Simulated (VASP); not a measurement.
# CaSe (Fm-3m) in VASP: settings compared

Aim: see how the results for CaSe move with the level of theory and the settings. Levels: HSE06, PBE-based screened hybrid. Tasks: single point.

All numbers are computed with VASP 6.6.1; they aren't measurements. Logs are shortened: lines on timing, memory, paths and dates and some standing lists are left out, and cuts for length are marked.

## (1) The cell of the first run

It takes space group Fm-3m (No. 225, cubic). The conventional cell has a = 5.935 Å, b = 5.935 Å, c = 5.935 Å, α = 90.00°, β = 90.00°, γ = 90.00°. Ca (site symmetry m-3m) has 6 Se at 2.97 Å within 3.9 Å. Se (site symmetry m-3m) has 6 Ca at 2.97 Å within 3.9 Å.

## (2) Single point, HSE06

File POSCAR:

```
CaSe
1.0
    0.0000000000      2.9675351117      2.9675351117
    2.9675351117      0.0000000000      2.9675351117
    2.9675351117      2.9675351117      0.0000000000
Ca Se
1 1
Direct
    0.0000000000      0.0000000000      0.0000000000
    0.5000000000      0.5000000000      0.5000000000
```

File INCAR.step1:

```
SYSTEM = CaSe
ALGO     = Normal         ! electronic algorithm
EDIFF    = 1E-5           ! SCF threshold, eV
ENCUT    = 520            ! plane-wave cutoff, eV
GGA      = PE             ! functional
ISIF     = 2              ! what is computed and relaxed
ISMEAR   = 0              ! smearing method
LASPH    = .TRUE.         ! aspherical terms in the spheres
LREAL    = .FALSE.        ! projectors in reciprocal space
LWAVE    = .TRUE.         ! write WAVECAR
NBANDS   = 15             ! bands
NELM     = 60             ! most SCF steps
PREC     = Accurate       ! precision mode
SIGMA    = 0.01           ! smearing width, eV
```

File INCAR.step2:

```
SYSTEM = CaSe
ALGO     = Normal         ! electronic algorithm
EDIFF    = 1E-6           ! SCF threshold, eV
ENCUT    = 520            ! plane-wave cutoff, eV
GGA      = PE             ! functional
HFSCREEN = 0.2079         ! screening, 1/A
ISIF     = 2              ! what is computed and relaxed
ISMEAR   = 0              ! smearing method
ISTART   = 1            
LASPH    = .TRUE.         ! aspherical terms in the spheres
LCHARG   = .TRUE.         ! write CHGCAR
LELF     = .TRUE.         ! ELF
LHFCALC  = .TRUE.         ! exact exchange
LREAL    = .FALSE.        ! projectors in reciprocal space
LVHAR    = .TRUE.       
LWAVE    = .FALSE.        ! write WAVECAR
NBANDS   = 15             ! bands
NELM     = 60             ! most SCF steps
PREC     = Accurate       ! precision mode
PRECFOCK = Normal       
SIGMA    = 0.01           ! smearing width, eV
```

File KPOINTS:

```
k-points
0
G
  4 4 4
  0 0 0
```

Potentials or basis: VASP PAW PBE potentials, release 64 (Ca_sv, Se).

Launch:

```bash
$ cat potpaw_PBE.64/Ca_sv/POTCAR potpaw_PBE.64/Se/POTCAR > POTCAR
$ cp INCAR.step1 INCAR
$ mpirun -np 1 vasp_std > vasp.out
$ cp INCAR.step2 INCAR
$ mpirun -np 1 vasp_std > vasp.out
```

OUTCAR:

```text
SYSTEM = CaSe
   EDIFF = 1E-6
   ENCUT = 520
   GGA = PE
   HFSCREEN = 0.2079
   ISIF = 2
   ISMEAR = 0
   ISTART = 1
   LASPH = .TRUE.
   LHFCALC = .TRUE.
   LREAL = .FALSE.
   NELM = 60
   PREC = Accurate
   PRECFOCK = Normal

 ion  position               nearest neighbor table
   1  0.000  0.000  0.000-   2 2.97   2 2.97   2 2.97   2 2.97   2 2.97   2 2.97
   2  0.500  0.500  0.500-   1 2.97   1 2.97   1 2.97   1 2.97   1 2.97   1 2.97

  LATTYP: Found a face centered cubic cell.
 ALAT       =     5.9350702234

  Lattice vectors:

 A1 = (   0.0000000000,   2.9675351117,   2.9675351117)
 A2 = (   2.9675351117,   0.0000000000,   2.9675351117)
 A3 = (   2.9675351117,   2.9675351117,   0.0000000000)

Analysis of symmetry for initial positions (statically):
=====================================================================
 Subroutine PRICEL returns:
 Original cell was already a primitive cell.

 Routine SETGRP: Setting up the symmetry group for a
 face centered cubic supercell.

 Subroutine GETGRP returns: Found 48 space group operations
 (whereof 48 operations were pure point group operations)
 out of a pool of 48 trial point group operations.

The static configuration has the point symmetry O_h .

Analysis of symmetry for dynamics (positions and initial velocities):
=====================================================================
 Subroutine PRICEL returns:
 Original cell was already a primitive cell.

 Routine SETGRP: Setting up the symmetry group for a
 face centered cubic supercell.

 Subroutine GETGRP returns: Found 48 space group operations
 (whereof 48 operations were pure point group operations)
 out of a pool of 48 trial point group operations.

The dynamic configuration has the point symmetry O_h .

 Subroutine INISYM returns: Found 48 space group operations
 (whereof 48 operations are pure point group operations),
 and found     1 'primitive' translations

----------------------------------------------------------------------------------------

                                     Primitive cell

  volume of cell :      52.2658

  direct lattice vectors                    reciprocal lattice vectors
     0.000000000  2.967535112  2.967535112    -0.168490003  0.168490003  0.168490003
     2.967535112  0.000000000  2.967535112     0.168490003 -0.168490003  0.168490003
     2.967535112  2.967535112  0.000000000     0.168490003  0.168490003 -0.168490003

  length of vectors
[... 83 lines left out ...]
   IMIX   =      1    mixing-type and parameters
     AMIX     =   0.40;   BMIX     =  1.00
     AMIX_MAG =   1.60;   BMIX_MAG =  1.00
  volume/ion in A,a.u.               =      26.13       176.35
  Fermi-wavevector in a.u.,A,eV,Ry     =   1.103339  2.085008 16.563146  1.217357
  Thomas-Fermi vector in A             =   2.239796
   LORBIT       =      0    0 simple, 1 ext, 2 COOP (PROOUT), +10 PAW based schemes
   GGA     = PE    functional components
   LHFCALC =     T    Hartree Fock is set to
   PRECFOCK=normal    Normal, Fast or Accurate (Low or Medium for compatibility)
   ENCUT4O =  -1.0   cutoff for four orbital integrals eV
   NKREDX  =     1    reduce k-point grid by
   NKREDY  =     1    reduce k-point grid by
   NKREDZ  =     1    reduce k-point grid by
   AEXX    =    0.2500 exact exchange contribution
   HFSCREEN=    0.2079 screening length (either q_TF or 0.3 A-1)
   HFSCREENC=   0.2079 screening length for correlation (either q_TF or 0.3 A-1)
   ENCUTFOCK=  -1.0 apply spherical cutoff to Coloumb kernel
   IVDW    =     0    specifies the selected vdW correction
   LEPSILON=     F    determine dielectric tensor
   LRPA    =     F    only Hartree local field effects (RPA)
 non-spin polarized calculation
 Gauss-broadening in eV      SIGMA  =   0.01
  energy-cutoff  :      520.00
  volume of cell :       52.27
 maximum number of plane-waves:      1424
  NGX = 24; NGY = 24; NGZ = 24

 number of electron      15.9999997 magnetization

 Free energy of the ion-electron system (eV)
  ---------------------------------------------------
  ext. energy  EPLUGINS =         0.00000000
  ---------------------------------------------------
  free energy    TOTEN  =       -10.67575369 eV

  energy without entropy =      -10.67575369  energy(sigma->0) =      -10.67575369

 E-fermi :   1.9575     XC(G=0):  -7.5921

 val. band max:        1.8070221456   @ k =   0.0000   0.0000   0.0000
 cond. band min:       4.8163350219   @ k =   0.5000   0.5000   0.0000
 fundamental gap:      3.0093128763
 Fermi energy:         1.9575445496

 k-point     1 :       0.0000    0.0000    0.0000
  band No.  band energies     occupation
      1     -41.0455      2.00000
      2     -20.5624      2.00000
      3     -20.5624      2.00000
      4     -20.5624      2.00000
      5     -11.0544      2.00000
      6       1.8070      2.00000
      7       1.8070      2.00000
      8       1.8070      2.00000
      9       6.0483      0.00000
     10       6.7414      0.00000
     11       6.7414      0.00000
     12       6.7414      0.00000
     13       7.3744      0.00000
     14       7.3744      0.00000
[... 113 lines left out ...]
      2     -20.6240      2.00000
      3     -20.6240      2.00000
      4     -20.6035      2.00000
      5     -10.2966      2.00000
      6      -0.3373      2.00000
      7      -0.3373      2.00000
      8       0.0298      2.00000
      9       7.4449      0.00000
     10       7.4449      0.00000
     11       8.2600      0.00000
     12       9.0802      0.00000
     13       9.5222      0.00000
     14      11.8733      0.00000
     15      11.8939      0.00000

------------------------ aborting loop because EDIFF is reached ----------------------------------------

  FORCE on cell =-STRESS in cart. coord.  units (eV):
  Direction    XX          YY          ZZ          XY          YZ          ZX
  --------------------------------------------------------------------------------------
  -------------------------------------------------------------------------------------
  Total        0.1091674      0.1091674      0.1091674      0.0000000      0.0000000      0.0000000
  in kB        3.3464635      3.3464635      3.3464635      0.0000000      0.0000000      0.0000000
  external PRESSURE =       3.3464635 kB  Pullay stress =       0.0000000 kB

 VOLUME and BASIS-vectors are now :
 -----------------------------------------------------------------------------
  energy-cutoff  :      520.00
  volume of cell :       52.27
      direct lattice vectors                 reciprocal lattice vectors
     0.000000000  2.967535112  2.967535112    -0.168490003  0.168490003  0.168490003
     2.967535112  0.000000000  2.967535112     0.168490003 -0.168490003  0.168490003
     2.967535112  2.967535112  0.000000000     0.168490003  0.168490003 -0.168490003

 POSITION                                       TOTAL-FORCE (eV/Angst)
 -----------------------------------------------------------------------------------
      0.00000      0.00000      0.00000         0.000000      0.000000     -0.000000
      2.96754      2.96754      2.96754        -0.000000     -0.000000      0.000000
 -----------------------------------------------------------------------------------
    total drift:                               -0.000002     -0.000004     -0.000003

  FREE ENERGIE OF THE ION-ELECTRON SYSTEM (eV)
  ---------------------------------------------------
  free  energy   TOTEN  =       -10.6757536901 eV

  energy  without entropy=      -10.6757536901  energy(sigma->0) =      -10.67575369
```

Wall time 4.3 min (1 thread of Intel Xeon Platinum 8488C (Sapphire Rapids), shared host); peak memory 0.27 GiB.

What came out:

- Free energy: -10.6758 eV
- Pressure: 0.3 GPa
- Band gap on the k mesh: 3.01 eV, indirect (least direct gap 4.04 eV)

Caveat: the k points lie up to 0.46 Å⁻¹ apart; the PAW data sets were made with another functional, which shifts forces and pressure a little. A k mesh can miss the band edges.

## (3) Single point, PBE-based screened hybrid

POSCAR is that of step 2.

File INCAR.step1:

```
SYSTEM = CaSe
PREC = Accurate ; ENCUT = 520
EDIFF = 1E-5 ; ISMEAR = 0
SIGMA = 0.01 ; LREAL = .FALSE.
LASPH = .TRUE. ; NELM = 100
ALGO = Normal ; ISIF = 2
LWAVE = .TRUE. ; LCHARG = .FALSE.
GGA = PE ; NBANDS = 15
```

File INCAR.step2:

```
SYSTEM = CaSe
PREC = Accurate ; ENCUT = 520
EDIFF = 1E-6 ; ISMEAR = 0
SIGMA = 0.01 ; LREAL = .FALSE.
LASPH = .TRUE. ; NELM = 100
ALGO = Normal ; ISIF = 2
LWAVE = .FALSE. ; LCHARG = .FALSE.
GGA = PE ; LHFCALC = .TRUE.
AEXX = 0.35 ; HFSCREEN = 0.2078
PRECFOCK = Normal ; ISTART = 1
NBANDS = 15
```

File KPOINTS:

```
Automatic mesh
0
G
  4 4 4
  0 0 0
```

Potentials or basis: VASP PAW PBE potentials, release 64 (Ca_sv, Se).

Launch:

```bash
$ cat potpaw_PBE.64/Ca_sv/POTCAR potpaw_PBE.64/Se/POTCAR > POTCAR
$ cp INCAR.step1 INCAR
$ mpirun -np 1 vasp_std > vasp.out
$ cp INCAR.step2 INCAR
$ mpirun -np 1 vasp_std > vasp.out
```

OUTCAR:

```text
SYSTEM = CaSe
   PREC = Accurate
   ENCUT = 520
   EDIFF = 1E-6
   ISMEAR = 0
   LREAL = .FALSE.
   LASPH = .TRUE.
   NELM = 100
   ISIF = 2
   GGA = PE
   LHFCALC = .TRUE.
   AEXX = 0.35
   HFSCREEN = 0.2078
   PRECFOCK = Normal
   ISTART = 1

 ion  position               nearest neighbor table
   1  0.000  0.000  0.000-   2 2.97   2 2.97   2 2.97   2 2.97   2 2.97   2 2.97
   2  0.500  0.500  0.500-   1 2.97   1 2.97   1 2.97   1 2.97   1 2.97   1 2.97

  LATTYP: Found a face centered cubic cell.
[... 325 lines left out ...]

  FORCE on cell =-STRESS in cart. coord.  units (eV):
  Direction    XX          YY          ZZ          XY          YZ          ZX
  --------------------------------------------------------------------------------------
  -------------------------------------------------------------------------------------
  Total        0.0402490      0.0402490      0.0402490      0.0000000      0.0000000     -0.0000000
  in kB        1.2338088      1.2338088      1.2338088      0.0000000      0.0000000     -0.0000000
  external PRESSURE =       1.2338088 kB  Pullay stress =       0.0000000 kB

 VOLUME and BASIS-vectors are now :
 -----------------------------------------------------------------------------
  energy-cutoff  :      520.00
  volume of cell :       52.27
      direct lattice vectors                 reciprocal lattice vectors
     0.000000000  2.967535112  2.967535112    -0.168490003  0.168490003  0.168490003
     2.967535112  0.000000000  2.967535112     0.168490003 -0.168490003  0.168490003
     2.967535112  2.967535112  0.000000000     0.168490003  0.168490003 -0.168490003

 POSITION                                       TOTAL-FORCE (eV/Angst)
 -----------------------------------------------------------------------------------
      0.00000      0.00000      0.00000        -0.000000      0.000000      0.000000
      2.96754      2.96754      2.96754         0.000000     -0.000000     -0.000000
 -----------------------------------------------------------------------------------
    total drift:                               -0.000000     -0.000000      0.000000

  FREE ENERGIE OF THE ION-ELECTRON SYSTEM (eV)
  ---------------------------------------------------
  free  energy   TOTEN  =       -11.1896239349 eV

  energy  without entropy=      -11.1896239349  energy(sigma->0) =      -11.18962393
```

OSZICAR.step1:

```text
N       E                     dE             d eps       ncg     rms          rms(c)
DAV:   1     0.104908412092E+03    0.10491E+03   -0.73059E+03   240   0.982E+02
DAV:   2    -0.518702779784E+01   -0.11010E+03   -0.10484E+03   303   0.247E+02
DAV:   3    -0.937464329009E+01   -0.41876E+01   -0.41448E+01   310   0.455E+01
DAV:   4    -0.961337722940E+01   -0.23873E+00   -0.23868E+00   339   0.903E+00
DAV:   5    -0.961510240704E+01   -0.17252E-02   -0.17251E-02   303   0.854E-01    0.427E+00
DAV:   6    -0.947135528834E+01    0.14375E+00   -0.19531E-01   282   0.230E+00    0.254E+00
DAV:   7    -0.946378883052E+01    0.75665E-02   -0.10296E-01   312   0.200E+00    0.817E-01
DAV:   8    -0.946788870295E+01   -0.40999E-02   -0.11712E-02   247   0.832E-01    0.111E-01
DAV:   9    -0.946800487520E+01   -0.11617E-03   -0.61951E-04   310   0.249E-01    0.476E-02
DAV:  10    -0.946812253440E+01   -0.11766E-03   -0.14497E-04   254   0.743E-02    0.166E-02
DAV:  11    -0.946814320116E+01   -0.20667E-04   -0.51928E-05   275   0.636E-02    0.890E-03
DAV:  12    -0.946814201734E+01    0.11838E-05   -0.22168E-06   127   0.126E-02
   1 F= -.94681420E+01 E0= -.94681420E+01  d E =-.186435-127
```

Run time: 4.4 min. Hardware: 1 thread of Intel Xeon Platinum 8488C (Sapphire Rapids), shared host; peak memory 0.27 GiB.

What came out:

```
Free energy            : -11.1896 eV
Pressure               : 0.1 GPa
Band gap on the k mesh : 3.41 eV, indirect (least direct gap 4.48 eV)
```

Levels at points of the mesh, in eV from the valence-band top:
```csv
k point,band 5,band 6,band 7,band 8,band 9,band 10,band 11,band 12
"(0.00, 0.00, 0.00)",-13.29,0.00,0.00,0.00,4.65,5.44,5.44,5.44
"(0.50, 0.00, 0.00)",-12.47,-3.64,-1.24,-1.24,5.74,7.58,7.74,7.74
"(0.50, 0.50, 0.00)",-12.60,-2.86,-1.07,-1.07,3.41,6.39,7.08,8.28
```

Caveat: the k points lie up to 0.46 Å⁻¹ apart; the PAW data sets were made with another functional, which shifts forces and pressure a little. A k mesh can miss the band edges.

## (4) Single point, PBE-based screened hybrid

POSCAR is that of step 3.

File INCAR.step1:

```
SYSTEM = CaSe
PREC = Accurate
ENCUT = 520
EDIFF = 1E-5
ISMEAR = 0
SIGMA = 0.01
LREAL = .False.
LASPH = .True.
NELM = 80
ALGO = Normal
ISIF = 2
LWAVE = .True.
LCHARG = .False.
GGA = PE
NBANDS = 15
```

File INCAR.step2:

```
SYSTEM = CaSe
PREC = Accurate
ENCUT = 520
EDIFF = 1E-7
ISMEAR = 0
SIGMA = 0.01
LREAL = .False.
LASPH = .True.
NELM = 80
ALGO = Normal
ISIF = 2
LWAVE = .False.
LCHARG = .False.
GGA = PE
LHFCALC = .True.
AEXX = 0.4
HFSCREEN = 0.5
PRECFOCK = Normal
ISTART = 1
NBANDS = 15
```

File KPOINTS:

```
Automatic mesh
0
Gamma
  4 4 4
  0 0 0
```

Launch:

```bash
$ cat potpaw_PBE.64/Ca_sv/POTCAR potpaw_PBE.64/Se/POTCAR > POTCAR
$ cp INCAR.step1 INCAR
$ mpirun -np 1 vasp_std > vasp.out
$ cp INCAR.step2 INCAR
$ mpirun -np 1 vasp_std > vasp.out
```

Run time: 4.6 min. Hardware: 1 thread of Intel Xeon Platinum 8488C (Sapphire Rapids), shared host; peak memory 0.28 GiB.

It converged, with:

```
Free energy            : -10.5288 eV
Pressure               : 0.3 GPa
Band gap on the k mesh : 2.83 eV, indirect (least direct gap 3.83 eV)
```

Levels at points of the mesh, in eV from the valence-band top:
```tsv
k point	band 4	band 5	band 6	band 7	band 8	band 9	band 10	band 11	band 12	band 13
(0.00, 0.00, 0.00)	-22.79	-13.00	0.00	0.00	0.00	4.08	4.77	4.77	4.77	5.45
(0.50, 0.00, 0.00)	-22.80	-12.24	-3.42	-1.18	-1.18	5.18	6.83	6.99	6.99	8.83
(0.50, 0.50, 0.00)	-22.83	-12.35	-2.67	-1.00	-1.00	2.84	5.75	6.37	7.55	7.66
```

Caveat: the k points lie up to 0.46 Å⁻¹ apart; the PAW data sets were made with another functional, which shifts forces and pressure a little. A k mesh can miss the band edges.

## (5) The runs side by side

```csv
level,screening parameter,share of exact exchange,gap on the mesh (eV),pressure (GPa)
HSE06,0.2079 1/Å,-,3.01,0.3
PBE-based screened hybrid,0.2078 1/Å,0.35,3.41,0.1
PBE-based screened hybrid,0.5 1/Å,0.4,2.83,0.3
```

Alike in all rows: task single point; potentials or basis VASP PAW PBE potentials, release 64 (Ca_sv, Se); no spin polarisation; cell as given; k mesh 4 × 4 × 4; cutoff (eV) 520; smearing gaussian 0.01 eV.

Caveats: all runs use coarse meshes; the PAW data sets were made with another functional, which shifts forces and pressure a little.

Total energies depend on the potentials used, so only differences within one code and one set of settings carry meaning.
